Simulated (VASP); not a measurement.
# Pt: single point with PBEsol

Pt:

```
Pt
1.0
     2.67785    0.00000    0.00000
    -1.33892    2.46253    0.00000
     0.00000    0.00000    4.79213
Pt
2
Direct
  0.66667 0.33333 0.75000
  0.33333 0.66667 0.25000
```

This cell differs from its parent crystal: strain -0.0300 x Voigt [1, -1, 0, 0, 0, 0].

* Program: VASP 6.6.1
* Task: single point
* Functional: PBEsol
* Potentials or basis: VASP PAW PBE potentials, release 64 (Pt)
* Cutoff: 520 eV
* k mesh: 18 × 18 × 10
* Occupations: gaussian, width 0.15 eV
* Spin: no spin polarisation
* Dipole correction: no
* Further INCAR settings: ALGO = Fast; EDIFF = 1e-06; NBANDS = 17

```json
{"Pressure": "-10.1 GPa", "Largest force": "0.007 eV/Å", "Band gap on the k mesh": "zero (bands 10 and 11 overlap by 1.22 eV)"}
```

Forces on the atoms (eV/Å):
```
Pt   0.000 -0.007  0.000
Pt   0.000  0.007  0.000
```

Stress tensor (GPa, compression positive):
```
 -2.34   0.00   0.00
  0.00 -16.44   0.00
  0.00   0.00 -11.62
```

Levels at points of the mesh, in eV from the Fermi level:
```tsv
k point	band 8	band 9	band 10	band 11	band 12	band 13
(0.00, 0.00, 0.00)	-1.90	-1.66	-0.78	-0.31	-0.10	4.64
(0.50, 0.00, 0.00)	-0.05	0.31	0.50	2.42	3.97	7.52
(0.00, 0.50, 0.00)	0.15	0.21	0.41	2.02	3.35	6.73
(0.00, 0.00, 0.50)	-2.91	-0.89	-0.89	-0.64	-0.64	11.86
(0.50, 0.00, 0.50)	-0.82	0.44	0.44	1.84	1.84	6.77
(0.00, 0.50, 0.50)	-0.98	0.33	0.33	1.41	1.41	5.87
```

Run time: 2 min on 1 thread of AMD EPYC 9R45 96-Core Processor (Zen 5), with other jobs on the host, peak memory 0.31 GiB.

Caveat: the cell differs from its parent crystal (strain -0.0300 x Voigt [1, -1, 0, 0, 0, 0]); the stress differs along the axes, from -16 to -2 GPa; the PAW data sets were made with another functional, which shifts forces and pressure a little; spin-orbit coupling is left out, which moves the levels of the heavy elements.
